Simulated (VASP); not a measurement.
Input of a VASP 6.6.1 run:

File POSCAR:

```
Rb
1.0
    5.1068702501      0.0000000000      0.0000000000
   -2.5534351251      4.4226793704      0.0000000000
    0.0000000000      0.0000000000      8.4478947475
Rb
2
Direct
    0.3333333333      0.6666666667      0.2500000000
    0.6666666667      0.3333333333      0.7500000000
```

File INCAR.step1:

```
ALGO = Normal
EDIFF = 1E-5
ENCUT = 520
GGA = PE
ISIF = 2
ISMEAR = -1
LASPH = T
LCHARG = F
LREAL = F
LWAVE = T
NBANDS = 16
NELM = 80
PREC = Accurate
SIGMA = 0.1
```

INCAR.step2

```
AEXX = 0.25
ALGO = Normal
EDIFF = 1E-6
ENCUT = 520
ISIF = 2
ISMEAR = -1
ISTART = 1
LASPH = T
LCHARG = F
LHFCALC = T
LMIXTAU = T
LREAL = F
LWAVE = F
METAGGA = R2SCAN
NBANDS = 16
NELM = 80
PREC = Accurate
PRECFOCK = Normal
SIGMA = 0.1
```

The input KPOINTS:

```
k-points
0
Gamma
  4 4 2
```

Potentials or basis: VASP PAW PBE potentials, release 64 (Rb_sv).

The run is started by

```bash
$ cat potpaw_PBE.64/Rb_sv/POTCAR > POTCAR
$ cp INCAR.step1 INCAR
$ mpirun -np 1 vasp_std > vasp.out
$ cp INCAR.step2 INCAR
$ mpirun -np 1 vasp_std > vasp.out
```

**Question.** Estimate the band gap on the k mesh.

**Answer.** Zero (bands 9 and 10 overlap by 2.78 eV).

**Question.** Predict the pressure.

**Answer.** 0.0 GPa.

Stress tensor (GPa, compression positive):
```
 0.22  0.00  0.00
 0.00  0.22  0.00
 0.00  0.00 -0.39
```

Caveat: the k points lie up to 0.37 Å⁻¹ apart, too coarse for converged energies and pressures of a metal; the PAW data sets were made with another functional, which shifts forces and pressure a little.
